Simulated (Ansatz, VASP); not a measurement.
**CO2: VASP beside Ansatz**

```
C O
1.0
     5.62000    0.00000    0.00000
     0.00000    5.62000    0.00000
     0.00000    0.00000    5.62000
C O
4 8
Direct
  0.00000 0.00000 0.00000
  0.50000 0.00000 0.50000
  0.50000 0.50000 0.00000
  0.00000 0.50000 0.50000
  0.12003 0.12003 0.12003
  0.37997 0.87997 0.62003
  0.62003 0.37997 0.87997
  0.87997 0.62003 0.37997
  0.87997 0.87997 0.87997
  0.62003 0.12003 0.37997
  0.37997 0.62003 0.12003
  0.12003 0.37997 0.62003
```

Alike in both runs: task electric field gradients; functional PBE; k mesh 4 × 4 × 4; occupations fermi-dirac, width 0.02 eV; no spin polarisation.

|  | VASP | Ansatz |
| --- | --- | --- |
| version | VASP 6.6.1 | Ansatz 0.2.0 |
| potentials or method | VASP PAW PBE potentials, release 64 (C, O) | plane-wave PAW, scalar-relativistic |
| plane-wave cutoff (eV) | 520 | 420 |
| valence electrons in the cell | 64 | 64 |

```csv
,VASP,Ansatz,Ansatz less VASP
gap on the k mesh at the Fermi level (eV),6.77,6.79,+0.020
pressure (GPa),2.8,1.3,-1.49
rms of the force components (eV/Å),0.299,0.000,-0.2985
size of Vzz on the site where it differs most (V/Å²),50.0,29.2,-20.71
```

Atom by atom the forces differ by 0.298 eV/Å (rms over components). One of these differences is far larger than is usual between the two programs; its cause wasn't traced.

Noted on VASP's run: the standard files for N, O and F lose accuracy on very short bonds.
